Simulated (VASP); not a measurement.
Input of a VASP 6.6.1 run:

INCAR

```
SYSTEM = MoS2
PREC = Accurate
ENCUT = 600
EDIFF = 1E-6
ISMEAR = 0
SIGMA = 0.1
LREAL = .False.
LASPH = .True.
NELM = 80
ALGO = Normal
ISIF = 3
LWAVE = .False.
LCHARG = .False.
GGA = PS
IBRION = 2
NSW = 100
EDIFFG = -0.05
```

File KPOINTS:

```
regular mesh
0
Gamma
  6 6 6
  0 0 0
```

The input POSCAR:

```
MoS2
1.0
    1.5815003568      0.9130796567      6.1233300000
   -1.5815003568      0.9130796567      6.1233300000
    0.0000000000     -1.8261593134      6.1233300000
Mo S
1 2
Direct
    0.0000000000      0.0000000000      0.0000000000
    0.7484000000      0.7484000000      0.7484000000
    0.5849000000      0.5849000000      0.5849000000
```

Potentials or basis: VASP PAW PBE potentials, release 64 (Mo_sv, S).

Launch:

```bash
$ cat potpaw_PBE.64/Mo_sv/POTCAR potpaw_PBE.64/S/POTCAR > POTCAR
$ mpirun -np 1 vasp_std > vasp.out
```

(1) Estimate the relaxed cell.

(2) Predict the relaxed volume.

Results:

(1) a = 6.519 Å, b = 6.519 Å, c = 6.519 Å, α = 27.87°, β = 27.87°, γ = 27.87°.

(2) 17.81 Å³/atom.

Caveat: the PAW data sets were made with another functional, which shifts forces and pressure a little.
